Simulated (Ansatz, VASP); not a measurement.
# InSe in VASP and in Ansatz

```
CELL_PARAMETERS angstrom
5.87490 -2.05586 -0.00602
5.87490 2.05586 -0.00602
-1.60576 0.00000 4.27104
ATOMIC_POSITIONS crystal
In 0.88579 0.88579 0.02893
In 0.11421 0.11421 0.97107
Se 0.65461 0.65461 0.63743
Se 0.34539 0.34539 0.36257
```

Alike in both runs: task single point; functional PBEsol; k mesh 7 × 7 × 6; occupations fermi-dirac, width 0.02 eV; no spin polarisation.

|  | VASP | Ansatz |
| --- | --- | --- |
| version | VASP 6.6.1 | Ansatz 0.2.0 |
| potentials or method | VASP PAW PBE potentials, release 64 (In_d, Se), cutoff 520 eV | all-electron LAPW, scalar-relativistic |

|  | VASP | Ansatz | Ansatz less VASP |
| --- | --- | --- | --- |
| gap on the k mesh at the Fermi level (eV) | 0.77 | 0.78 | +0.009 |
| pressure (GPa) | 0.1 | 0.0 | -0.06 |
| rms of the force components (eV/Å) | 0.009 | 0.001 | -0.0086 |

VASP's potentials were made for PBE, not for PBEsol. Atom by atom the forces differ by 0.009 eV/Å (rms over components). Ansatz ran all-electron here, and VASP with PAW potentials.
